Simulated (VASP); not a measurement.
A run of VASP 6.6.1:

Contents of POSCAR:

```
V
1.0
   -1.5120000000      1.5120000000      1.5120000000
    1.5120000000     -1.5120000000      1.5120000000
    1.5120000000      1.5120000000     -1.5120000000
V
1
Direct
    0.0000000000      0.0000000000      0.0000000000
```

The input INCAR.step1:

```
SYSTEM = V
PREC = Accurate
ENCUT = 520
ISMEAR = -1
SIGMA = 0.1
LREAL = .False.
LASPH = .True.
NELM = 150
ISPIN = 2
MAGMOM = 0.3
NUPDOWN = 0.3
LMAXMIX = 4
NBANDS = 16
GGA = PE
ALGO = Normal
EDIFF = 1E-4
LWAVE = .True.
LCHARG = .False.
```

Contents of INCAR.step2:

```
SYSTEM = V
PREC = Accurate
ENCUT = 520
EDIFF = 1E-7
ISMEAR = -1
SIGMA = 0.1
LREAL = .False.
LASPH = .True.
NELM = 150
ALGO = Normal
ISIF = 2
LWAVE = .False.
LCHARG = .False.
ISPIN = 2
MAGMOM = 0.3
LORBIT = 11
NUPDOWN = 0.3
LMAXMIX = 4
METAGGA = R2SCAN
LMIXTAU = .True.
NBANDS = 16
ISTART = 1
```

KPOINTS

```
regular mesh
0
Gamma
  13 13 13
  0 0 0
```

Potentials or basis: VASP PAW PBE potentials, release 64 (V_sv).

Command:

```console
$ cat potpaw_PBE.64/V_sv/POTCAR > POTCAR
$ cp INCAR.step1 INCAR
$ mpirun -np 1 vasp_std > vasp.out
$ cp INCAR.step2 INCAR
$ mpirun -np 1 vasp_std > vasp.out
```

Hardware: 1 thread of AMD EPYC 9R45 96-Core Processor (Zen 5), with other jobs on the host.

Question: How long does it take, and how much memory?

Answer: Run time: 91 s on 1 thread of AMD EPYC 9R45 96-Core Processor (Zen 5) (shared host), peak memory 0.12 GiB. Counts: k points 84.
